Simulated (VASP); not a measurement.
A run of VASP 6.6.1 is set up as follows.

INCAR

```
SYSTEM = Ta
ALGO = Normal ; DIPOL = 0.5 0.5 0.498
EDIFF = 1E-7 ; ENCUT = 520
GGA = PE ; IDIPOL = 3
ISIF = 2 ; ISMEAR = 0
IVDW = 12 ; LASPH = .TRUE.
LCHARG = .FALSE. ; LDIPOL = .TRUE.
LREAL = .FALSE. ; LWAVE = .FALSE.
NBANDS = 54 ; NELM = 100
PREC = Accurate ; SIGMA = 0.1
```

File KPOINTS:

```
k-points
0
G
  6 6 1
  0 0 0
```

The input POSCAR:

```
Ta
1.0
    4.6456161669      0.0000000000      0.0000000000
   -2.3228080834      4.0232216167      0.0000000000
    0.0000000000      0.0000000000     23.6379770040
Ta
8
Direct
    0.6666666667      0.3333333333      0.3595908397
    0.3333333333      0.6666666667      0.3997077427
    0.0000000000      0.0000000000      0.4398246456
    0.6666666667      0.3333333333      0.4799415485
    0.3333333333      0.6666666667      0.5165626859
    0.0000000000      0.0000000000      0.5638415365
    0.6666666667      0.3333333333      0.5989960931
    0.3333333333      0.6666666667      0.6279207035
```

Potentials or basis: VASP PAW PBE potentials, release 64 (Ta_pv).

The run is started by

```sh
$ cat potpaw_PBE.64/Ta_pv/POTCAR > POTCAR
$ mpirun -np 1 vasp_std > vasp.out
```

Q: Estimate the dispersion energy per atom.

A: -0.440 eV.

Q: Estimate the largest force.

A: 1.686 eV/Å.

Forces on the atoms (eV/Å):
```
Ta   0.000  0.000  1.686
Ta   0.000  0.000 -0.035
Ta   0.000  0.000 -1.083
Ta   0.000  0.000 -0.579
Ta   0.000  0.000 -0.004
Ta   0.000  0.000  0.000
Ta   0.000  0.000 -0.002
Ta   0.000  0.000  0.018
```
